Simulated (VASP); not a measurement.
# Sc (P6_3/mmc) in VASP: further runs

The runs below take Sc through single point, with PBEsol.

Program: VASP 6.6.1. These are calculated values, not measurements. Logs are shortened: lines on timing, memory, paths and dates and some standing lists are left out, and cuts for length are marked.

## 1. The cell of the first run

The structure is hexagonal, space group P6_3/mmc (No. 194). The conventional cell has a = 3.309 Å, b = 3.309 Å, c = 5.321 Å, α = 90.00°, β = 90.00°, γ = 120.00°. Within 4.3 Å of Sc (site symmetry -6m2) lie 12 Sc at 3.28 to 3.31 Å.

## 2. Single point, PBEsol (strain +0.0100 x Voigt [0, 0, 1, 0, 0, 0])

File INCAR:

```
SYSTEM = Sc
ALGO = Fast ; EDIFF = 1E-6
ENCUT = 520 ; GGA = PS
ISIF = 2 ; ISMEAR = 0
LASPH = .TRUE. ; LCHARG = .FALSE.
LREAL = .FALSE. ; LWAVE = .FALSE.
NBANDS = 18 ; NELM = 100
PREC = Accurate ; SIGMA = 0.15
```

File KPOINTS:

```
k-points
0
G
  18 18 10
  0 0 0
```

File POSCAR:

```
Sc
1.0
    3.3087978973      0.0000000000      0.0000000000
   -1.6543989486      2.8655030350      0.0000000000
    0.0000000000      0.0000000000      5.3206800000
Sc
2
Direct
    0.3333333333      0.6666666667      0.2500000000
    0.6666666667      0.3333333333      0.7500000000
```

Potentials or basis: VASP PAW PBE potentials, release 64 (Sc_sv).

Command:

```console
> cat potpaw_PBE.64/Sc_sv/POTCAR > POTCAR
> mpirun -np 1 vasp_std > vasp.out
```

OUTCAR:

```text
SYSTEM = Sc
   EDIFF = 1E-6
   ENCUT = 520
   GGA = PS
   ISIF = 2
   ISMEAR = 0
   LASPH = .TRUE.
   LREAL = .FALSE.
   NELM = 100
   PREC = Accurate

 ion  position               nearest neighbor table
   1  0.333  0.667  0.250-   2 3.28   2 3.28   2 3.28   2 3.28   2 3.28   2 3.28
   2  0.667  0.333  0.750-   1 3.28   1 3.28   1 3.28   1 3.28   1 3.28   1 3.28

  LATTYP: Found a hexagonal cell.
 ALAT       =     3.3087978973
 C/A-ratio  =     1.6080401902

  Lattice vectors:

 A1 = (   3.3087978973,   0.0000000000,   0.0000000000)
 A2 = (  -1.6543989486,   2.8655030350,   0.0000000000)
 A3 = (   0.0000000000,   0.0000000000,   5.3206800000)

Analysis of symmetry for initial positions (statically):
=====================================================================
 Subroutine PRICEL returns:
 Original cell was already a primitive cell.

 Routine SETGRP: Setting up the symmetry group for a
 hexagonal supercell.

 Subroutine GETGRP returns: Found 24 space group operations
 (whereof 12 operations were pure point group operations)
 out of a pool of 24 trial point group operations.

The static configuration has the point symmetry D_3d.
 The point group associated with its full space group is D_6h.

Analysis of symmetry for dynamics (positions and initial velocities):
=====================================================================
 Subroutine PRICEL returns:
 Original cell was already a primitive cell.

 Routine SETGRP: Setting up the symmetry group for a
 hexagonal supercell.

 Subroutine GETGRP returns: Found 24 space group operations
 (whereof 12 operations were pure point group operations)
 out of a pool of 24 trial point group operations.

The dynamic configuration has the point symmetry D_3d.
 The point group associated with its full space group is D_6h.

 Subroutine INISYM returns: Found 24 space group operations
 (whereof 12 operations are pure point group operations),
 and found     1 'primitive' translations

----------------------------------------------------------------------------------------

                                     Primitive cell

  volume of cell :      50.4473

  direct lattice vectors                    reciprocal lattice vectors
     3.308797897  0.000000000  0.000000000     0.302224563  0.174489433  0.000000000
    -1.654398949  2.865503035  0.000000000     0.000000000  0.348978866  0.000000000
     0.000000000  0.000000000  5.320680000     0.000000000  0.000000000  0.187945902

  length of vectors
     3.308797897  3.308797897  5.320680000     0.348978866  0.348978866  0.187945902

  position of ions in fractional coordinates (direct lattice)
     0.333333333  0.666666667  0.250000000
     0.666666667  0.333333333  0.750000000

  ion indices of the primitive-cell ions
   primitive index   ion index
                 1           1
                 2           2

----------------------------------------------------------------------------------------

 KPOINTS: k-points

Automatic generation of k-mesh.
 Grid dimensions read from file:
 generate k-points for:   18   18   10

 Generating k-lattice:

  Cartesian coordinates                     Fractional coordinates (reciprocal lattice)
     0.016790254  0.009693857  0.000000000     0.055555556  0.000000000  0.000000000
     0.000000000  0.019387715  0.000000000     0.000000000  0.055555556  0.000000000
     0.000000000  0.000000000  0.018794590     0.000000000  0.000000000  0.100000000

  Length of vectors
     0.019387715  0.019387715  0.018794590

  Shift w.r.t. Gamma in fractional coordinates (k-lattice)
     0.000000000  0.000000000  0.000000000

 Subroutine IBZKPT returns following result:
 ===========================================

 Found    222 irreducible k-points:

 Following reciprocal coordinates:
            Coordinates               Weight
  0.000000  0.000000  0.000000      1.000000
  0.055556  0.000000  0.000000      6.000000
  0.111111  0.000000  0.000000      6.000000
  0.166667  0.000000  0.000000      6.000000
  0.222222  0.000000  0.000000      6.000000
  0.277778  0.000000  0.000000      6.000000
[... 16 lines left out ...]
  0.333333  0.111111  0.000000     12.000000
  0.388889  0.111111  0.000000     12.000000
 [... further k-points ...]
   k-points           NKPTS =    222   k-points in BZ     NKDIM =    222   number of bands    NBANDS=     18
   number of dos      NEDOS =    301   number of ions     NIONS =      2
   total plane-waves  NPLWV =  31360
   dimension x,y,z NGX =    28 NGY =   28 NGZ =   40
   dimension x,y,z NGXF=    56 NGYF=   56 NGZF=   80
   ions per type =               2
   NGX,Y,Z   is equivalent  to a cutoff of  14.07, 14.07, 12.50 a.u.
   NGXF,Y,Z  is equivalent  to a cutoff of  28.14, 28.14, 25.00 a.u.
 SYSTEM =  Sc
   PREC   = accura    normal or accurate (medium, high low for compatibility)
   ISTART =      0    job   : 0-new  1-cont  2-samecut
   ICHARG =      2    charge: 1-file 2-atom 10-const
   ISPIN  =      1    spin polarized calculation?
   LNONCOLLINEAR =      F non collinear calculations
   LSORBIT =      F    spin-orbit coupling
   LASPH  =      T    aspherical Exc in radial PAW
   ENCUT  =  520.0 eV  38.22 Ry    6.18 a.u.   6.15  6.15  9.89*2*pi/ulx,y,z
   NELM   =    100;   NELMIN=  2; NELMDL= -5     # of ELM steps
   EDIFF  = 0.1E-05   stopping-criterion for ELM
   LREAL  =      F    real-space projection
   EDIFFG = 0.1E-04   stopping-criterion for IOM
   NSW    =      0    number of steps for IOM
   IBRION =     -1    ionic relax: 0-MD 1-quasi-New 2-CG
   NFREE  =      0    steps in history (QN), initial steepest desc. (CG)
   ISIF   =      2    stress and relaxation
   ISYM   =      2    0-nonsym 1-usesym 2-fastsym
   POTIM  = 0.5000    time-step for ionic-motion
   TEBEG  =    0.0;   TEEND  =   0.0 temperature during run
   PSTRESS=    0.0 pullay stress
   NELECT =      22.0000    total number of electrons
   NUPDOWN=      -1.0000    fix difference up-down
   EMIN   =  10.00;   EMAX   =-10.00  energy-range for DOS
   EFERMI =   0.00;   METHOD = LEGACY
   ISMEAR =     0;   SIGMA  =   0.15  broadening in eV -4-tet -1-fermi 0-gaus
   EFERMI_NEDOS =   21; number of points for ismear=-14 and -15
   IALGO  =     68    algorithm
   IMIX   =      4    mixing-type and parameters
     AMIX     =   0.40;   BMIX     =  1.00
     AMIX_MAG =   1.60;   BMIX_MAG =  1.00
  volume/ion in A,a.u.               =      25.22       170.22
  Fermi-wavevector in a.u.,A,eV,Ry     =   1.241470  2.346039 20.969956  1.541248
  Thomas-Fermi vector in A             =   2.375867
   LORBIT       =      0    0 simple, 1 ext, 2 COOP (PROOUT), +10 PAW based schemes
   GGA     = PS    functional components
   LHFCALC =     F    Hartree Fock is set to
   AEXX    =    0.0000 exact exchange contribution
   IVDW    =     0    specifies the selected vdW correction
   LEPSILON=     F    determine dielectric tensor
   LRPA    =     F    only Hartree local field effects (RPA)
 non-spin polarized calculation
 RMM-DIIS sequential band-by-band and
 Gauss-broadening in eV      SIGMA  =   0.15
  energy-cutoff  :      520.00
  volume of cell :       50.45
 maximum number of plane-waves:      1387
 NGX is ok and might be reduce to    28
   NGX = 13   NGY = 13   NGZ = 19

 number of electron      22.0000004 magnetization

 Free energy of the ion-electron system (eV)
  ---------------------------------------------------
  ext. energy  EPLUGINS =         0.00000000
  ---------------------------------------------------
  free energy    TOTEN  =       -13.19374054 eV

  energy without entropy =      -13.14370767  energy(sigma->0) =      -13.16872410

 E-fermi :   3.4471     XC(G=0):  -9.8966

 val. band max:        3.4447328166   @ k =   0.2778   0.2222   0.3000
 cond. band min:       3.4483998476   @ k =   0.4444   0.1111   0.4000
 fundamental gap:      0.0036670310
 Fermi energy:         3.4470671803

 k-point     1 :       0.0000    0.0000    0.0000
  band No.  band energies     occupation
      1     -45.8242      2.00000
      2     -45.7661      2.00000
      3     -24.7108      2.00000
      4     -24.3931      2.00000
      5     -24.3931      2.00000
      6     -24.3400      2.00000
[... 10 lines left out ...]
     17       5.8169      0.00000
     18       5.8170      0.00000

 k-point     2 :       0.0556    0.0000    0.0000
  band No.  band energies     occupation
      1     -45.8227      2.00000
      2     -45.7655      2.00000
      3     -24.7071      2.00000
      4     -24.4011      2.00000
      5     -24.3957      2.00000
      6     -24.3484      2.00000
[... 10 lines left out ...]
     17       5.7564      0.00000
     18       5.7756      0.00000

 k-point     3 :       0.1111    0.0000    0.0000
  band No.  band energies     occupation
      1     -45.8186      2.00000
      2     -45.7637      2.00000
      3     -24.6961      2.00000
      4     -24.4243      2.00000
      5     -24.4032      2.00000
      6     -24.3724      2.00000
[... 10 lines left out ...]
     17       5.6110      0.00000
     18       5.6653      0.00000

 k-point     4 :       0.1667    0.0000    0.0000
  band No.  band energies     occupation
      1     -45.8122      2.00000
      2     -45.7611      2.00000
      3     -24.6786      2.00000
      4     -24.4601      2.00000
      5     -24.4144      2.00000
      6     -24.4086      2.00000
[... 375 lines left out ...]
      4     -24.5914      2.00000
      5     -24.5477      2.00000
      6     -24.4618      2.00000
[... 10 lines left out ...]
     17       6.6667      0.00000
     18       7.0149      0.00000

 k-point    23 :       0.3333    0.1111    0.0000
  band No.  band energies     occupation
      1     -45.7763      2.00000
      2     -45.7517      2.00000
      3     -24.6252      2.00000
      4     -24.5717      2.00000
      5     -24.5659      2.00000
      6     -24.4776      2.00000
[... 10 lines left out ...]
     17       6.9770      0.00000
     18       7.2731      0.00000

 k-point    24 :       0.3889    0.1111    0.0000
  band No.  band energies     occupation
      1     -45.7707      2.00000
      2     -45.7517      2.00000
      3     -24.6473      2.00000
      4     -24.5873      2.00000
      5     -24.5443      2.00000
      6     -24.4878      2.00000
[... 10 lines left out ...]
     17       7.1615      0.00000
     18       7.4732      0.00000

 [... further k-points ...]

------------------------ aborting loop because EDIFF is reached ----------------------------------------

  FORCE on cell =-STRESS in cart. coord.  units (eV):
  Direction    XX          YY          ZZ          XY          YZ          ZX
  --------------------------------------------------------------------------------------
  -------------------------------------------------------------------------------------
  Total       -0.7708420     -0.7708420     -1.4687505     -0.0000000      0.0000000      0.0000000
  in kB      -24.4814814    -24.4814814    -46.6466378     -0.0000000      0.0000000      0.0000000
  external PRESSURE =     -31.8698669 kB  Pullay stress =       0.0000000 kB

 VOLUME and BASIS-vectors are now :
 -----------------------------------------------------------------------------
  energy-cutoff  :      520.00
  volume of cell :       50.45
      direct lattice vectors                 reciprocal lattice vectors
     3.308797897  0.000000000  0.000000000     0.302224563  0.174489433  0.000000000
    -1.654398949  2.865503035  0.000000000     0.000000000  0.348978866  0.000000000
     0.000000000  0.000000000  5.320680000     0.000000000  0.000000000  0.187945902

 POSITION                                       TOTAL-FORCE (eV/Angst)
 -----------------------------------------------------------------------------------
     -0.00000      1.91034      1.33017        -0.000000     -0.000000      0.000000
      1.65440      0.95517      3.99051         0.000000      0.000000      0.000000
 -----------------------------------------------------------------------------------
    total drift:                                0.000000     -0.000000      0.000000

  FREE ENERGIE OF THE ION-ELECTRON SYSTEM (eV)
  ---------------------------------------------------
  free  energy   TOTEN  =       -13.1937405353 eV

  energy  without entropy=      -13.1437076667  energy(sigma->0) =      -13.16872410
```

Run time: 4.1 min. Hardware: 1 thread of Intel Xeon Platinum 8259CL at 2.50GHz (Skylake/Cascade Lake), shared host; peak memory 0.29 GiB.

What came out:

* Free energy: -13.1937 eV
* Pressure: -3.2 GPa
* Band gap on the k mesh: zero (band 11 reaches 4.29 eV, above the bottom of band 12 at 3.00 eV)

Stress tensor (GPa, compression positive):
```
-2.45  0.00  0.00
 0.00 -2.45  0.00
 0.00  0.00 -4.66
```

Levels at points of the mesh, in eV from the Fermi level:
```
           k point  band 8  band 9  band 10  band 11  band 12  band 13  band 14  band 15
(0.00, 0.00, 0.00)  -27.78   -5.10    -1.68     0.35     1.58     1.58     1.64     1.97
(0.50, 0.00, 0.00)  -27.83   -1.58    -1.03    -0.68    -0.27     1.16     1.42     1.70
(0.00, 0.00, 0.50)  -27.81   -3.64    -3.64     0.84     0.84     1.53     1.53     1.53
(0.50, 0.00, 0.50)  -27.87   -1.45    -1.45     0.03     0.03     1.22     1.22     2.38
```

Caveat: the cell differs from its parent crystal (strain +0.0100 x Voigt [0, 0, 1, 0, 0, 0]); the PAW data sets were made with another functional, which shifts forces and pressure a little.

## 3. Single point, PBEsol (strain +0.0150 x Voigt [0, 0, 1, 0, 0, 0])

File INCAR:

```
SYSTEM = Sc
  ALGO = Fast
  EDIFF = 1E-7
  ENCUT = 520
  GGA = PS
  ISIF = 2
  ISMEAR = 0
  LASPH = .True.
  LCHARG = .False.
  LREAL = .False.
  LWAVE = .False.
  NBANDS = 18
  NELM = 80
  PREC = Accurate
  SIGMA = 0.15
```

File KPOINTS:

```
k-points
0
Gamma
  18 18 10
  0 0 0
```

Edit POSCAR of step 2 so:

```diff
@@ -4,3 +4,3 @@
    -1.6543989486      2.8655030350      0.0000000000
-    0.0000000000      0.0000000000      5.3206800000
+    0.0000000000      0.0000000000      5.3470200000
 Sc
```

Potentials or basis: VASP PAW PBE potentials, release 64 (Sc_sv).

Command:

```console
> cat potpaw_PBE.64/Sc_sv/POTCAR > POTCAR
> mpirun -np 1 vasp_std > vasp.out
```

It took 5 min on 1 thread of Intel Xeon Platinum 8259CL at 2.50GHz (Skylake/Cascade Lake), shared host; peak memory 0.29 GiB.

Results (log left out):

| Item | Value |
| --- | --- |
| Free energy | -13.1863 eV |
| Pressure | -3.4 GPa |
| Band gap on the k mesh | zero (band 11 reaches 4.24 eV, above the bottom of band 12 at 2.98 eV) |

Stress tensor (GPa, compression positive):
```
-2.57  0.00  0.00
 0.00 -2.57  0.00
 0.00  0.00 -5.07
```

Levels at points of the mesh, in eV from the Fermi level:
```tsv
k point	band 8	band 9	band 10	band 11	band 12	band 13	band 14	band 15
(0.00, 0.00, 0.00)	-27.79	-5.09	-1.69	0.31	1.58	1.58	1.60	1.96
(0.50, 0.00, 0.00)	-27.85	-1.57	-1.02	-0.68	-0.26	1.14	1.43	1.67
(0.00, 0.00, 0.50)	-27.83	-3.65	-3.65	0.82	0.82	1.54	1.54	1.54
(0.50, 0.00, 0.50)	-27.89	-1.45	-1.45	0.03	0.03	1.21	1.21	2.38
```

Caveat: the cell differs from its parent crystal (strain +0.0150 x Voigt [0, 0, 1, 0, 0, 0]); the PAW data sets were made with another functional, which shifts forces and pressure a little.

## 4. Single point, PBEsol (strain +0.0200 x Voigt [0, 0, 1, 0, 0, 0])

File INCAR:

```
  ALGO = Fast
  EDIFF = 1E-6
  ENCUT = 520
  GGA = PS
  ISIF = 2
  ISMEAR = 0
  LASPH = True
  LCHARG = False
  LREAL = False
  LWAVE = False
  NBANDS = 18
  NELM = 100
  PREC = Accurate
  SIGMA = 0.15
```

File KPOINTS:

```
k-points
0
Gamma
  18 18 10
```

Edit POSCAR of step 3 so:

```diff
@@ -4,3 +4,3 @@
    -1.6543989486      2.8655030350      0.0000000000
-    0.0000000000      0.0000000000      5.3470200000
+    0.0000000000      0.0000000000      5.3733600000
 Sc
```

Command:

```console
> cat potpaw_PBE.64/Sc_sv/POTCAR > POTCAR
> mpirun -np 1 vasp_std > vasp.out
```

Run time: 4.2 min. Hardware: 1 thread of Intel Xeon Platinum 8259CL at 2.50GHz (Skylake/Cascade Lake), shared host; peak memory 0.29 GiB.

The run converged. Its results:

- Free energy: -13.1782 eV
- Pressure: -3.6 GPa
- Band gap on the k mesh: zero (band 11 reaches 4.19 eV, above the bottom of band 12 at 2.96 eV)

Stress tensor (GPa, compression positive):
```
-2.68  0.00  0.00
 0.00 -2.68  0.00
 0.00  0.00 -5.45
```

Levels at points of the mesh, in eV from the Fermi level:
| k point | band 8 | band 9 | band 10 | band 11 | band 12 | band 13 | band 14 | band 15 |
| --- | --- | --- | --- | --- | --- | --- | --- | --- |
| (0.00, 0.00, 0.00) | -27.81 | -5.08 | -1.69 | 0.27 | 1.57 | 1.58 | 1.58 | 1.95 |
| (0.50, 0.00, 0.00) | -27.86 | -1.56 | -1.01 | -0.68 | -0.25 | 1.12 | 1.45 | 1.64 |
| (0.00, 0.00, 0.50) | -27.84 | -3.65 | -3.65 | 0.80 | 0.80 | 1.54 | 1.54 | 1.54 |
| (0.50, 0.00, 0.50) | -27.91 | -1.44 | -1.44 | 0.02 | 0.02 | 1.20 | 1.20 | 2.38 |

Caveat: the cell differs from its parent crystal (strain +0.0200 x Voigt [0, 0, 1, 0, 0, 0]); the PAW data sets were made with another functional, which shifts forces and pressure a little.

## 5. Single point, PBEsol (strain +0.0175 x Voigt [0, 0, 1, 0, 0, 0])

File INCAR:

```
SYSTEM = Sc
PREC = Accurate
ENCUT = 520
EDIFF = 1E-6
ISMEAR = 0
SIGMA = 0.15
LREAL = .False.
LASPH = .True.
NELM = 80
ALGO = Fast
ISIF = 2
LWAVE = .False.
LCHARG = .False.
GGA = PS
NBANDS = 18
```

File KPOINTS:

```
Automatic mesh
0
Gamma
  18 18 10
  0 0 0
```

Edit POSCAR of step 4 so:

```diff
@@ -4,3 +4,3 @@
    -1.6543989486      2.8655030350      0.0000000000
-    0.0000000000      0.0000000000      5.3733600000
+    0.0000000000      0.0000000000      5.3601900000
 Sc
```

Command:

```console
> cat potpaw_PBE.64/Sc_sv/POTCAR > POTCAR
> mpirun -np 1 vasp_std > vasp.out
```

Run time: 4.2 min. Hardware: 1 thread of Intel Xeon Platinum 8259CL at 2.50GHz (Skylake/Cascade Lake), shared host; peak memory 0.29 GiB.

Results (log left out):

| Property | Result |
| --- | --- |
| Free energy | -13.1823 eV |
| Pressure | -3.5 GPa |
| Band gap on the k mesh | zero (band 11 reaches 4.22 eV, above the bottom of band 12 at 2.97 eV) |

Stress tensor (GPa, compression positive):
```
-2.62  0.00  0.00
 0.00 -2.62  0.00
 0.00  0.00 -5.26
```

Levels at points of the mesh, in eV from the Fermi level:
```csv
k point,band 7,band 8,band 9,band 10,band 11,band 12,band 13,band 14,band 15,band 16
"(0.00, 0.00, 0.00)",-27.81,-27.80,-5.09,-1.69,0.29,1.58,1.58,1.59,1.95,1.95
"(0.50, 0.00, 0.00)",-27.89,-27.86,-1.57,-1.02,-0.68,-0.26,1.13,1.44,1.66,3.72
"(0.00, 0.00, 0.50)",-27.84,-27.84,-3.65,-3.65,0.81,0.81,1.54,1.54,1.54,1.54
"(0.50, 0.00, 0.50)",-27.90,-27.90,-1.44,-1.44,0.02,0.02,1.20,1.20,2.38,2.38
```

Caveat: the cell differs from its parent crystal (strain +0.0175 x Voigt [0, 0, 1, 0, 0, 0]); the PAW data sets were made with another functional, which shifts forces and pressure a little.

## 6. Summary

| cell | further INCAR settings | gap on the mesh (eV) | pressure (GPa) |
| --- | --- | --- | --- |
| a = 3.309, b = 3.309, c = 5.321 Å, angles 90.0, 90.0, 120.0°, 2 atoms | ALGO = Fast; EDIFF = 1e-06; NBANDS = 18 | none | -3.2 |
| a = 3.309, b = 3.309, c = 5.347 Å, angles 90.0, 90.0, 120.0°, 2 atoms | ALGO = Fast; EDIFF = 1e-07; NBANDS = 18 | none | -3.4 |
| a = 3.309, b = 3.309, c = 5.373 Å, angles 90.0, 90.0, 120.0°, 2 atoms | ALGO = Fast; EDIFF = 1e-06; NBANDS = 18 | none | -3.6 |
| a = 3.309, b = 3.309, c = 5.360 Å, angles 90.0, 90.0, 120.0°, 2 atoms | ALGO = Fast; EDIFF = 1e-06; NBANDS = 18 | none | -3.5 |

Alike in all rows: task single point; level PBEsol; potentials or basis VASP PAW PBE potentials, release 64 (Sc_sv); no spin polarisation; k mesh 18 × 18 × 10; cutoff (eV) 520; smearing gaussian 0.15 eV.

Caveats: the PAW data sets were made with another functional, which shifts forces and pressure a little.

Absolute energies hang on the potentials; compare differences alone.
